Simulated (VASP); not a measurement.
Input of a VASP 6.6.1 run:

INCAR

```
ALGO = Normal
EDIFF = 1E-7
ENCUT = 520
GGA = PE
ISIF = 2
ISMEAR = -1
LASPH = True
LCHARG = True
LELF = True
LREAL = Auto
LVHAR = True
LWAVE = False
NBANDS = 112
NELM = 100
PREC = Accurate
SIGMA = 0.02
```

File KPOINTS:

```
k-points
0
Gamma
  3 7 3
```

The input POSCAR:

```
Bi2S3
1.0
   10.7580000000      0.0000000000      0.0000000000
    0.0000000000      3.8833000000      0.0000000000
    0.0000000000      0.0000000000     10.6500000000
Bi S
8 12
Direct
    0.9951775358      0.2500000000      0.6772804428
    0.5048224642      0.7500000000      0.1772804428
    0.4951775358      0.2500000000      0.8227195572
    0.0048224642      0.7500000000      0.3227195572
    0.3239114544      0.2500000000      0.4718760548
    0.1760885456      0.7500000000      0.9718760548
    0.8239114544      0.2500000000      0.0281239452
    0.6760885456      0.7500000000      0.5281239452
    0.0510913362      0.2500000000      0.1287805501
    0.4489086638      0.7500000000      0.6287805501
    0.5510913362      0.2500000000      0.3712194499
    0.9489086638      0.7500000000      0.8712194499
    0.3756988232      0.2500000000      0.0583703502
    0.1243011768      0.7500000000      0.5583703502
    0.8756988232      0.2500000000      0.4416296498
    0.6243011768      0.7500000000      0.9416296498
    0.2227906158      0.2500000000      0.7984693116
    0.2772093842      0.7500000000      0.2984693116
    0.7227906158      0.2500000000      0.7015306884
    0.7772093842      0.7500000000      0.2015306884
```

Potentials or basis: VASP PAW PBE potentials, release 64 (Bi_d, S).

The run is started by

```bash
$ cat potpaw_PBE.64/Bi_d/POTCAR potpaw_PBE.64/S/POTCAR > POTCAR
$ mpirun -np 1 vasp_std > vasp.out
```

Problem. Predict the pressure.

Solution. 8.2 GPa.

Problem. Estimate the largest force.

Solution. 0.041 eV/Å.

Problem. Estimate the band gap on the k mesh.

Solution. 1.07 eV.

Stress tensor (GPa, compression positive):
```
8.34 0.00 0.00
0.00 8.24 0.00
0.00 0.00 7.91
```

Caveat: the cell stands under pressure; spin-orbit coupling is left out, which moves the levels of the heavy elements. A k mesh can miss the band edges.
